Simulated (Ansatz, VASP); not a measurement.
**One calculation of HfN, two programs**

```
Hf N
1.0
     0.00000    2.39402    2.39402
     2.39402    0.00000    2.39402
     2.39402    2.39402    0.00000
Hf N
1 1
Direct
  0.00000 0.00000 0.00000
  0.25000 0.25000 0.25000
```

Alike in both runs: task relaxation of cell and atoms; functional PBE; k mesh 14 × 14 × 14; occupations fermi-dirac, width 0.08 eV; no spin polarisation.

|  | VASP | Ansatz |
| --- | --- | --- |
| version | VASP 6.6.1 | Ansatz 0.2.0 |
| potentials or method | VASP PAW PBE potentials, release 64 (Hf_pv, N) | PAW with Ansatz's default frozen-core files, scalar-relativistic |
| plane-wave cutoff (eV) | 600 | 420 |
| valence electrons in the cell | 15 | 31 |

VASP gave:

```
relaxed volume (Å³/atom)                                     : 14.76
relaxed cell length with the largest relative difference (Å) : 3.469
```

**Question.** What did Ansatz give for the same quantities?

**Answer.** Relaxed volume (Å³/atom): 14.85; relaxed cell length with the largest relative difference (Å): 3.476.

VASP's potentials hold 15 valence electrons a cell and Ansatz's 31, so a difference there can come from the potentials and not from the codes.

Neither program's run includes spin-orbit coupling.
